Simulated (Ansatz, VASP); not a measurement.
Two plane-wave programs on Na5Al2

The input INCAR:

```
SYSTEM = Na5Al2
PREC     = Accurate       ! precision mode
ENCUT    = 520            ! plane-wave cutoff, eV
EDIFF    = 1E-6           ! SCF threshold, eV
ISMEAR   = 0              ! smearing method
SIGMA    = 0.0234         ! smearing width, eV
LREAL    = .False.        ! projectors in reciprocal space
LASPH    = .True.         ! aspherical terms in the spheres
NELM     = 100            ! most SCF steps
ALGO     = Normal         ! electronic algorithm
ISIF     = 2              ! what is computed and relaxed
LWAVE    = .False.        ! write WAVECAR
LCHARG   = .False.        ! write CHGCAR
GGA      = PS             ! functional
NBANDS   = 54             ! bands
```

File KPOINTS:

```
regular mesh
0
Gamma
  3 3 9
  0 0 0
```

The input POSCAR:

```
Na5Al2
1.0
    9.5258320000      0.0000000000      0.0000000000
    0.0000000000      9.5258320000      0.0000000000
    0.0000000000      0.0000000000      2.8605110000
Al Na
4 10
Direct
    0.3197000000      0.8197000000      0.5000000000
    0.1803000000      0.3197000000      0.5000000000
    0.6803000000      0.1803000000      0.5000000000
    0.8197000000      0.6803000000      0.5000000000
    0.2936800000      0.5603000000      0.0000000000
    0.4397000000      0.2936800000      0.0000000000
    0.7063200000      0.4397000000      0.0000000000
    0.5603000000      0.7063200000      0.0000000000
    0.7936800000      0.9397000000      0.0000000000
    0.9397000000      0.2063200000      0.0000000000
    0.2063200000      0.0603000000      0.0000000000
    0.0603000000      0.7936800000      0.0000000000
    0.5000000000      0.0000000000      0.0000000000
    0.0000000000      0.5000000000      0.0000000000
```

Input for Ansatz:

```yaml
crystal:
  lattice:
    - [9.525832, 0.0, 0.0]
    - [0.0, 9.525832, 0.0]
    - [0.0, 0.0, 2.860511]
  atoms:
    - { symbol: Al, position: [0.3197, 0.8197, 0.5] }
    - { symbol: Al, position: [0.1803, 0.3197, 0.5] }
    - { symbol: Al, position: [0.6803, 0.1803, 0.5] }
    - { symbol: Al, position: [0.8197, 0.6803, 0.5] }
    - { symbol: Na, position: [0.29368, 0.5603, 0.0] }
    - { symbol: Na, position: [0.4397, 0.29368, 0.0] }
    - { symbol: Na, position: [0.70632, 0.4397, 0.0] }
    - { symbol: Na, position: [0.5603, 0.70632, 0.0] }
    - { symbol: Na, position: [0.79368, 0.9397, 0.0] }
    - { symbol: Na, position: [0.9397, 0.20632, 0.0] }
    - { symbol: Na, position: [0.20632, 0.0603, 0.0] }
    - { symbol: Na, position: [0.0603, 0.79368, 0.0] }
    - { symbol: Na, position: [0.5, 0.0, 0.0] }
    - { symbol: Na, position: [0.0, 0.5, 0.0] }
  symmetry: { tolerance: 0.0003 }
kpoints:
  mp_grid: { grid: [3, 3, 9], shift: [0, 0, 0] }
  band_path:
    path:
      - [0.0, 0.0, 0.0]
      - [0.0, 0.5, 0.0]
      - [0.5, 0.5, 0.0]
      - [0.0, 0.0, 0.0]
      - [0.0, 0.0, 0.5]
      - [0.0, 0.5, 0.5]
      - [0.5, 0.5, 0.5]
      - [0.0, 0.0, 0.5]
      - [0.0, 0.5, 0.0]
      - [0.0, 0.5, 0.5]
      - [0.5, 0.5, 0.0]
    npoints: 6
magnetization:
  spin_polarized: false
scf:
  occupations: { method: gaussian, width: 0.0234 }
  lower_state_search: "off"
  max_iter: 200
hamiltonian:
  pseudopotentials: { kind: paw }
  xc: pbesol
basis:
  ecutwfc: 420
  fft_grid_basis: typed
output:
  forces: true
  stress: true
  eigenvalues: true
  bader: true
  populations: true
  elf: true
  write_potential: true
  volumetric_format: npy
  dos:
    e_range: [-12, 8]
    de: 0.05
    projected: { site_lists: { Al: [Al], Na: [Na] } }
checkpoint:
  read: saved_state
```

Alike in both runs: task single point; functional PBEsol; k mesh 3 × 3 × 9; occupations gaussian, width 0.0234 eV; no spin polarisation.

|  | VASP | Ansatz |
| --- | --- | --- |
| version | VASP 6.6.1 | Ansatz 0.2.0 |
| potentials or method | VASP PAW PBE potentials, release 64 (Al, Na_pv), cutoff 520 eV | PAW plane waves |
| valence electrons in the cell | 82 | 102 |

VASP gave:

| Property | Result |
| --- | --- |
| pressure (GPa) | 15.3 |
| traceless stress, the component that is largest in VASP (GPa) | -5.15 |
| rms of the force components (eV/Å) | 0.106 |

Question: What did Ansatz give for the same quantities?

Answer: Pressure (GPa): 15.2; traceless stress, the component that is largest in VASP (GPa): -5.14; rms of the force components (eV/Å): 0.104.

VASP's potentials were made for PBE, not for PBEsol. Atom by atom the forces differ by 0.001 eV/Å (rms over components). The functional is the same, so the differences come from potentials, cutoffs and numerics. VASP's potentials hold 82 valence electrons a cell and Ansatz's 102, so a difference there can come from the potentials and not from the codes.
